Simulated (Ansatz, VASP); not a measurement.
HC8F: VASP beside Ansatz

The input INCAR:

```
PREC     = Accurate       # precision mode
ENCUT    = 520            # plane-wave cutoff, eV
EDIFF    = 1E-6           # SCF threshold, eV
ISMEAR   = 0              # smearing method
SIGMA    = 0.1            # smearing width, eV
LREAL    = F              # projectors in reciprocal space
LASPH    = T              # aspherical terms in the spheres
NELM     = 80             # most SCF steps
ALGO     = Normal         # electronic algorithm
ISIF     = 2              # what is computed and relaxed
LWAVE    = F              # write WAVECAR
LCHARG   = T              # write CHGCAR
LDIPOL   = T            
IDIPOL   = 3            
DIPOL    = 0.5 0.5 0.242
GGA      = PE             # functional
IVDW     = 12             # dispersion correction
LELF     = T              # ELF
LVHAR    = T            
LVACPOTAV= T            
NBANDS   = 31             # bands
```

KPOINTS

```
regular mesh
0
Gamma
  6 6 1
```

The input POSCAR:

```
HC8F
1.0
    4.9313048826     -0.0000000001      0.0000000000
   -2.4656524413      4.2706353022      0.0000000000
    0.0000000000      0.0000000000     18.0000331944
C F H
8 1 1
Direct
    0.3333333333      0.1666666667      0.2222236565
    0.3333333333      0.6666666667      0.2222236565
    0.8333333333      0.1666666667      0.2222236565
    0.8333333333      0.6666666667      0.2222236565
    0.1666666667      0.3333333333      0.2222218124
    0.1666666667      0.8333333333      0.2222218124
    0.6666666667      0.3333333333      0.2222218124
    0.6666666667      0.8333333333      0.2222218124
    0.2689986429      0.2310013571      0.3200012540
    0.3976680237      0.1023319763      0.3200012540
```

Input for Ansatz:

```yaml
crystal:
  lattice:
    - [4.9313048826, -1.0e-10, 0.0]
    - [-2.4656524413, 4.2706353022, 0.0]
    - [0.0, 0.0, 18.0000331944]
  atoms:
    - { symbol: C, position: [0.3333333333, 0.1666666667, 0.2222236565] }
    - { symbol: C, position: [0.3333333333, 0.6666666667, 0.2222236565] }
    - { symbol: C, position: [0.8333333333, 0.1666666667, 0.2222236565] }
    - { symbol: C, position: [0.8333333333, 0.6666666667, 0.2222236565] }
    - { symbol: C, position: [0.1666666667, 0.3333333333, 0.2222218124] }
    - { symbol: C, position: [0.1666666667, 0.8333333333, 0.2222218124] }
    - { symbol: C, position: [0.6666666667, 0.3333333333, 0.2222218124] }
    - { symbol: C, position: [0.6666666667, 0.8333333333, 0.2222218124] }
    - { symbol: F, position: [0.2689986429, 0.2310013571, 0.320001254] }
    - { symbol: H, position: [0.3976680237, 0.1023319763, 0.320001254] }
basis:
  ecutwfc: 420
kpoints:
  mp_grid: { grid: [6, 6, 1] }
hamiltonian:
  xc: pbe
  pseudopotentials: { kind: paw, azcp: { folder: soft_1 } }
  dispersion: d3bj
scf:
  occupations: { method: gaussian, width: 0.1 }
output:
  forces: true
  eigenvalues: true
  write_density: true
  write_potential: true
  elf: true
  volumetric_format: npy
efield:
  axis: 3
  dipole_correction: true
  ramp_width: 0.04
```

Alike in both runs: task single point; functional PBE; dispersion D3(BJ); k mesh 6 × 6 × 1; occupations gaussian, width 0.1 eV; no spin polarisation.

|  | VASP | Ansatz |
| --- | --- | --- |
| version | VASP 6.6.1 | Ansatz 0.2.0 |
| potentials or method | VASP PAW PBE potentials, release 64 (C, F, H), cutoff 520 eV | scalar-relativistic, plane waves, PAW |
| valence electrons in the cell | 40 | 40 |

```csv
,VASP,Ansatz,Ansatz less VASP
gap on the k mesh at the Fermi level (eV),0.45,0.45,0.000
least direct gap on the mesh (eV),0.45,0.45,0.000
rms of the force components (eV/Å),1.928,1.949,+0.0201
```

Atom by atom the forces differ by 0.040 eV/Å (rms over components). Ansatz's warnings: xc potential rough in thin density.
